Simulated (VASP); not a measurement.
## Co4Si8H (a cell with a defect): single point with PBE

The system is Co4Si8H (a cell with a defect).

```
Co Si H
1.0
     5.36029    0.00000    0.00000
     0.00000    5.36029    0.00000
     0.00000    0.00000    5.36029
Co Si H
4 8 1
Direct
  0.00097 0.00254 0.00305
  0.97262 0.50254 0.50307
  0.48203 0.00252 0.50306
  0.48195 0.50253 0.00305
  0.23307 0.26337 0.74214
  0.23304 0.74164 0.26393
  0.73295 0.25069 0.25126
  0.73297 0.75422 0.75486
  0.23299 0.26346 0.26397
  0.23303 0.74171 0.74215
  0.73289 0.25086 0.75485
  0.73288 0.75438 0.25127
  0.27519 0.00259 0.00292
```

```
Program                : VASP 6.6.1
Task                   : single point
Functional             : PBE
Potentials or basis    : VASP PAW PBE potentials, release 64 (Co, Si, H)
Cutoff                 : 520 eV
k mesh                 : 3 × 3 × 3
Occupations            : methfessel-paxton, width 0.1 eV
Spin                   : no spin polarisation
Dipole correction      : no
Further INCAR settings : ALGO = Normal; EDIFF = 1e-07; NBANDS = 46
```

```yaml
Pressure: 2.9 GPa
Largest_force: 0.076 eV/Å
Band_gap_on_the_k_mesh: zero (an odd number of electrons rules out a gap without spin polarisation)
```

Forces in eV/Å, atoms in the order of the input:
```
Co  -0.076  0.000  0.001
Co  -0.014  0.000 -0.001
Co   0.003  0.001 -0.001
Co   0.006  0.001  0.002
Si   0.002  0.010 -0.008
Si   0.003 -0.009  0.008
Si   0.002 -0.001 -0.002
Si   0.001  0.006  0.002
Si   0.004  0.008  0.007
Si   0.003 -0.010 -0.008
Si   0.004 -0.006  0.002
Si   0.004  0.001 -0.002
H    0.058  0.000  0.001
```

Stress tensor (GPa, compression positive):
```
 1.02  0.00 -0.04
 0.00  3.77  0.01
-0.04  0.01  3.78
```

Levels at points of the mesh, in eV from the Fermi level:
```csv
k point,band 33,band 34,band 35,band 36,band 37,band 38
"(0.00, 0.00, 0.00)",-1.52,0.41,1.21,1.21,1.28,1.30
```

It took 97 s on 1 thread of AMD EPYC 9R45 96-Core Processor (Zen 5), with other jobs on the host, peak memory 0.24 GiB.

Caveat: the k points lie up to 0.39 Å⁻¹ apart, too coarse for converged energies and pressures of a metal; the run has no spin polarisation, though such a crystal can be magnetic. Spin polarisation is off, so any magnetic state and its effect on volume and gap are missing.
